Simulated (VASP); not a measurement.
The system is PtSe2 (Sudovikovite).

```
Pt Se
1.0
     3.69901    0.00000    0.00000
    -1.84950    3.20343    0.00000
     0.00000    0.00000    5.02803
Pt Se
1 2
Direct
  0.00000 0.00000 0.00000
  0.66667 0.33333 0.75000
  0.33333 0.66667 0.25000
```

Base run:

- Program: VASP 6.6.1
- Functional: BLYP
- Dispersion: D4
- Potentials or basis: VASP PAW PBE potentials, release 64 (Pt, Se)
- Cutoff: 520 eV
- k mesh: 8 × 8 × 5
- Occupations: fermi-dirac, width 0.05 eV
- Spin: no spin polarisation

Its results: band gap on the k mesh zero (band 11 reaches 7.66 eV, above the bottom of band 12 at 7.42 eV); pressure 11.0 GPa; largest force 1.455 eV/Å.

**Question.** The run is repeated on the same cell with these changes: functional from BLYP to PBEsol; further incar settings from ALGO = Normal; EDIFF = 1e-07; NBANDS = 18 to ALGO = Normal; EDIFF = 1e-06; NBANDS = 18. What comes out?

**Answer.** Band gap on the k mesh zero (band 11 reaches 7.10 eV, above the bottom of band 12 at 6.77 eV); pressure 2.9 GPa; largest force 0.630 eV/Å.

Caveats: the PAW data sets were made with another functional, which shifts forces and pressure a little; spin-orbit coupling is left out, which moves the levels of the heavy elements; pairwise dispersion overbinds metals, which lowers pressure and volume.
